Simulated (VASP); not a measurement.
Input of a VASP 6.6.1 run:

INCAR

```
SYSTEM = BaMgPF
ALGO     = Normal         ! electronic algorithm
EDIFF    = 1E-6           ! SCF threshold, eV
EDIFFG   = -0.005         ! ionic threshold
ENCUT    = 600            ! plane-wave cutoff, eV
GGA      = PE             ! functional
IBRION   = 2              ! ionic algorithm
ISIF     = 3              ! what is computed and relaxed
ISMEAR   = 0              ! smearing method
LASPH    = .TRUE.         ! aspherical terms in the spheres
LCHARG   = .FALSE.        ! write CHGCAR
LREAL    = .FALSE.        ! projectors in reciprocal space
LWAVE    = .FALSE.        ! write WAVECAR
NELM     = 60             ! most SCF steps
NSW      = 100            ! ionic steps
PREC     = Accurate       ! precision mode
SIGMA    = 0.02           ! smearing width, eV
```

Contents of KPOINTS:

```
k-points
0
G
  6 6 4
  0 0 0
```

The input POSCAR:

```
BaMgPF
1.0
    4.3097000000      0.0000000000      0.0000000000
    0.0000000000      4.3097000000      0.0000000000
    0.0000000000      0.0000000000      9.5032000000
Ba P Mg F
2 2 2 2
Direct
    0.5000000000      0.0000000000      0.1598200000
    0.0000000000      0.5000000000      0.8401800000
    0.5000000000      0.0000000000      0.6532000000
    0.0000000000      0.5000000000      0.3468000000
    0.5000000000      0.5000000000      0.5000000000
    0.0000000000      0.0000000000      0.5000000000
    0.5000000000      0.5000000000      0.0000000000
    0.0000000000      0.0000000000      0.0000000000
```

Potentials or basis: VASP PAW PBE potentials, release 64 (Ba_sv, P, Mg, F).

The run is started by

```sh
$ cat potpaw_PBE.64/Ba_sv/POTCAR potpaw_PBE.64/P/POTCAR potpaw_PBE.64/Mg/POTCAR potpaw_PBE.64/F/POTCAR > POTCAR
$ mpirun -np 1 vasp_std > vasp.out
```

Question: What does it give for the space group after relaxing (to 0.05 Å)?

Answer: P4/nmm (No. 129).

Question: Estimate the band gap on the k mesh.

Answer: 1.78 eV, direct.

Final structure:
```
Ba P Mg F
1.0
     4.34391    0.00000    0.00000
     0.00000    4.34391    0.00000
     0.00000    0.00000    9.62197
Ba P Mg F
2 2 2 2
Cartesian
  2.1720 4.3439 1.5578
  0.0000 2.1720 8.0641
  2.1720 0.0000 6.2699
  0.0000 2.1720 3.3521
  2.1720 2.1720 4.8110
  0.0000 0.0000 4.8110
  2.1720 2.1720 9.6220
  0.0000 0.0000 9.6220
```

Caveat: spin-orbit coupling is left out, which moves the levels of the heavy elements. A k mesh can miss the band edges.
